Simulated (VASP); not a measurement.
**TiO2 (rutile type): single point with r2SCAN**

Crystal: TiO2 (rutile type).

```
Ti O
1.0
     4.59658    0.00000    0.00000
     0.00000    4.59658    0.00000
     0.00000    0.00000    2.95386
Ti O
2 4
Cartesian
  0.0000 0.0000 0.0000
  2.2983 2.2983 1.4769
  1.4002 1.4002 0.0000
  3.1964 3.1964 0.0000
  3.6985 0.8981 1.4769
  0.8981 3.6985 1.4769
```

```json
{"Program": "VASP 6.6.1", "Task": "single point", "Functional": "r2SCAN", "Potentials or basis": "VASP PAW PBE potentials, release 64 (Ti_sv, O)", "Cutoff": "520 eV", "k mesh": "8 × 8 × 11", "Occupations": "fermi-dirac, width 0.05 eV", "Spin": "no spin polarisation"}
```

- Pressure: 1.3 GPa
- Largest force: 0.035 eV/Å
- Band gap on the k mesh: 2.23 eV

Forces on the atoms (eV/Å):
```
Ti   0.000  0.000  0.000
Ti   0.000  0.000  0.000
O   -0.025 -0.025  0.000
O    0.025  0.025  0.000
O   -0.025  0.025  0.000
O    0.025 -0.025  0.000
```

Stress tensor (GPa, compression positive):
```
1.05 0.00 0.00
0.00 1.05 0.00
0.00 0.00 1.72
```

Levels at points of the mesh, in eV from the valence-band top:
| k point | band 22 | band 23 | band 24 | band 25 | band 26 | band 27 |
| --- | --- | --- | --- | --- | --- | --- |
| (0.00, 0.00, 0.00) | -0.49 | -0.49 | 0.00 | 2.23 | 2.55 | 2.79 |
| (0.50, 0.00, 0.00) | -1.70 | -0.77 | -0.77 | 2.92 | 2.92 | 3.41 |
| (0.50, 0.50, 0.00) | -1.38 | -1.13 | -1.13 | 2.27 | 2.27 | 2.90 |

Wall time 11 min on 1 thread of Intel Xeon 8259CL, with other jobs on the host, peak memory 0.28 GiB.

Caveat: the PAW data sets were made with another functional, which shifts forces and pressure a little; an odd mesh through Γ misses points on the zone boundary, where band edges can lie.
